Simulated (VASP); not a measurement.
Write the native input for VASP 6.6.1 that does the following.

| Item | Value |
| --- | --- |
| Task | single point |
| Functional | PBE |
| Potentials or basis | VASP PAW PBE potentials, release 64 (Al, Ni) |
| Cutoff | 520 eV |
| k mesh | 7 × 7 × 7 |
| Occupations | fermi-dirac, width 0.1 eV |
| Spin | collinear spin, ferromagnetic start |
| Starting moments | [0.0, 1.0] μB |
| Dipole correction | no |
| Further INCAR settings | ALGO = Normal; EDIFF = 1e-07; NBANDS = 18 |

The structure of AlNi lies in POSCAR:

```
AlNi
1.0
    2.8511761818     -0.0133020965     -0.0237093844
   -0.0133020965      2.8705884281     -0.0001302163
   -0.0237093844     -0.0001302163      2.9296164815
Al Ni
1 1
Direct
    0.9994100000      0.0032500000      0.0032900000
    0.5028600000      0.4880900000      0.5061600000
```

These files were run (other wordings do the same):

INCAR

```
SYSTEM = AlNi
PREC = Accurate
ENCUT = 520
EDIFF = 1E-7
ISMEAR = -1
SIGMA = 0.1
LREAL = .FALSE.
LASPH = .TRUE.
NELM = 150
ALGO = Normal
ISIF = 2
LWAVE = .FALSE.
LCHARG = .FALSE.
ISPIN = 2
MAGMOM = 0 1
LORBIT = 11
LMAXMIX = 4
GGA = PE
NBANDS = 18
```

KPOINTS

```
Automatic mesh
0
G
  7 7 7
  0 0 0
```

Potentials or basis: VASP PAW PBE potentials, release 64 (Al, Ni).

Launch:

```console
$ cat potpaw_PBE.64/Al/POTCAR potpaw_PBE.64/Ni/POTCAR > POTCAR
$ mpirun -np 1 vasp_std > vasp.out
```

It gave:

* Pressure: 1.8 GPa
* Largest force: 0.265 eV/Å
* Net moment: 0.00 μB per cell
* Valence electrons inside the program's atomic spheres: Al 0.80; Ni 9.46

Caveat: the moments typed at the start vanished in this run.

Wall time 39 s on 1 thread of Intel(R) Xeon(R) 6975P-C (Granite Rapids), with other jobs on the host, peak memory 0.23 GiB.
